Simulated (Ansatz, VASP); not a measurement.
# TaN: VASP beside Ansatz

INCAR

```
SYSTEM = TaN
PREC = Accurate
ENCUT = 600
EDIFF = 1E-6
ISMEAR = 0
SIGMA = 0.1
LREAL = .False.
LASPH = .True.
NELM = 120
ALGO = Normal
ISIF = 2
LWAVE = .False.
LCHARG = .False.
GGA = PS
NBANDS = 15
GGA_COMPAT = .False.
```

The input KPOINTS:

```
regular mesh
0
Gamma
  6 6 6
  0 0 0
```

POSCAR

```
TaN
1.0
    0.0000000000      2.1874205795      2.1874205795
    2.1874205795      0.0000000000      2.1874205795
    2.1874205795      2.1874205795      0.0000000000
Ta N
1 1
Direct
    0.5000000000      0.5000000000      0.5000000000
    0.0000000000      0.0000000000      0.0000000000
```

Input for Ansatz:

```yaml
crystal:
  lattice:
    - [0.0, 2.1874205795, 2.1874205795]
    - [2.1874205795, 0.0, 2.1874205795]
    - [2.1874205795, 2.1874205795, 0.0]
  atoms:
    - { symbol: Ta, position: [0.5, 0.5, 0.5] }
    - { symbol: "N", position: [0.0, 0.0, 0.0] }
basis:
  ecutwfc: 420
kpoints:
  mp_grid: { grid: [6, 6, 6] }
hamiltonian:
  xc: pbesol
  pseudopotentials: { kind: paw, azcp: { folder: soft_1 } }
scf:
  occupations: { method: gaussian, width: 0.1 }
output:
  forces: true
  stress: true
  eigenvalues: true
```

Alike in both runs: task single point; functional PBEsol; k mesh 6 × 6 × 6; occupations gaussian, width 0.1 eV; no spin polarisation.

|  | VASP | Ansatz |
| --- | --- | --- |
| version | VASP 6.6.1 | Ansatz 0.2.0 |
| potentials or method | VASP PAW PBE potentials, release 64 (Ta_pv, N), cutoff 600 eV | scalar-relativistic, plane waves, PAW |
| valence electrons in the cell | 16 | 18 |

|  | VASP | Ansatz | Ansatz less VASP |
| --- | --- | --- | --- |
| gap on the k mesh at the Fermi level (eV) | none | none | - |
| pressure (GPa) | 1.6 | 0.5 | -1.16 |

VASP's potentials were made for PBE, not for PBEsol, and Ansatz warns of the same on its side. A gap of «none» marks a metal or a gap that the smearing closes. VASP's potentials hold 16 valence electrons a cell and Ansatz's 18, so a difference there can come from the potentials and not from the codes.

The k mesh is coarse, so the values compare programs but aren't converged. Spin-orbit coupling is off throughout.
